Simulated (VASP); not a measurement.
Wanted: the native input for a VASP 6.6.1 run.

* Task: relaxation of cell and atoms
* Functional: PBEsol
* Potentials or basis: VASP PAW PBE potentials, release 64 (Sb)
* Cutoff: 600 eV
* k mesh: 6 × 6 × 6
* Occupations: gaussian, width 0.1 eV
* Spin: no spin polarisation
* Target pressure: 6.5 GPa
* Dipole correction: no
* Further INCAR settings: ALGO = Normal; EDIFF = 1e-06; IBRION = 2; EDIFFG = -0.05; NSW = 80; ISIF = 3

The structure of Sb lies in POSCAR:

```
Sb
1.0
    2.0935312962      1.2087008574      3.5514985729
   -2.0935312962      1.2087008574      3.5514985729
    0.0000000000     -2.4174017148      3.5514985729
Sb
2
Direct
    0.2387094459      0.2387094459      0.2387094459
    0.7612905541      0.7612905541      0.7612905541
```

One way to write it, as run:

INCAR

```
SYSTEM = Sb
  PREC = Accurate
  ENCUT = 600
  EDIFF = 1E-6
  ISMEAR = 0
  SIGMA = 0.1
  LREAL = .False.
  LASPH = .True.
  NELM = 80
  ALGO = Normal
  ISIF = 3
  LWAVE = .False.
  LCHARG = .False.
  GGA = PS
  IBRION = 2
  NSW = 80
  EDIFFG = -0.05
  PSTRESS = 65.0
```

KPOINTS

```
regular mesh
0
Gamma
  6 6 6
  0 0 0
```

Potentials or basis: VASP PAW PBE potentials, release 64 (Sb).

Command:

```console
$ cat potpaw_PBE.64/Sb/POTCAR > POTCAR
$ mpirun -np 1 vasp_std > vasp.out
```

Results of the run:

```yaml
Relaxed_volume: 27.02 Å³/atom
Relaxed_cell: a = 4.290 Å, b = 4.290 Å, c = 4.290 Å, α = 58.61°, β = 58.61°, γ = 58.61°
Space_group_after_relaxing_to_0.1_Å: R-3m (No. 166)
Energy_change_on_relaxing_the_run_minimises_the_enthalpy: -3.2 meV/atom
Ionic_steps: 4
Pressure_after_relaxing: 6.4 GPa
Largest_force_after_relaxing: 0.030 eV/Å
Band_gap_on_the_k_mesh: zero (bands 5 and 6 overlap by 0.65 eV)
```

Caveat: the cell is relaxed towards a set pressure, so the run minimises the enthalpy, not the energy; the PAW data sets were made with another functional, which shifts forces and pressure a little; spin-orbit coupling is left out, which moves the levels of the heavy elements; the relaxation stopped at a loose force limit of 0.05 eV/Å, so its end isn't a converged minimum.

It took 52 s on 1 thread of Intel(R) Xeon(R) Platinum 8259CL CPU @ 2.50GHz (Skylake/Cascade Lake), on a shared host, peak memory 0.2 GiB.
